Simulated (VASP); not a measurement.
Al3GaN4, 8 atoms in the cell. The structure is monoclinic, space group Pm (No. 6). The conventional cell has a = 4.932 Å, b = 3.069 Å, c = 5.311 Å, α = 90.00°, β = 90.04°, γ = 90.00°. Al (site symmetry m) has 4 N at 1.84 to 1.87 Å within 2.4 Å. Al (site symmetry m) has 4 N at 1.86 Å within 2.5 Å. Within 2.5 Å of Al (site symmetry m) lie 4 N at 1.86 to 1.87 Å. Within 2.5 Å of Ga (site symmetry m) lie 4 N at 1.90 to 1.92 Å. N (site symmetry m) has 3 Al at 1.86 Å and 1 Ga at 1.92 Å within 2.5 Å. N (site symmetry m) has 4 Al at 1.86 to 1.87 Å within 2.5 Å. N (site symmetry m) has 2 Al at 1.84 to 1.86 Å and 2 Ga at 1.90 Å within 2.4 Å. N (site symmetry m) has 3 Al at 1.85 to 1.87 Å and 1 Ga at 1.91 Å within 2.5 Å. 

```yaml
Program: VASP 6.6.1
Task: single point
Functional: PBEsol
Potentials_or_basis: VASP PAW PBE potentials, release 64 (Al, Ga_d, N)
Cutoff: 520 eV
k_mesh: 6 × 8 × 4
Occupations: gaussian, width 0.02 eV
Spin: no spin polarisation
Dipole_correction: no
Further_INCAR_settings: ALGO = Normal; EDIFF = 1e-07; NBANDS = 31
```

Potentials or basis: VASP PAW PBE potentials, release 64 (Al, Ga_d, N).

The run is started by

```console
$ cat potpaw_PBE.64/Al/POTCAR potpaw_PBE.64/Ga_d/POTCAR potpaw_PBE.64/N/POTCAR > POTCAR
$ mpirun -np 1 vasp_std > vasp.out
```

Hardware: 1 thread of Intel(R) Xeon(R) 6975P-C (Granite Rapids), on a shared host.

Problem. How long does it take, and how much memory?

Solution. Wall time 65 s on 1 thread of Intel(R) Xeon(R) 6975P-C (Granite Rapids), with other jobs on the host, peak memory 0.28 GiB. Counts: scf iterations 15, k points 70.
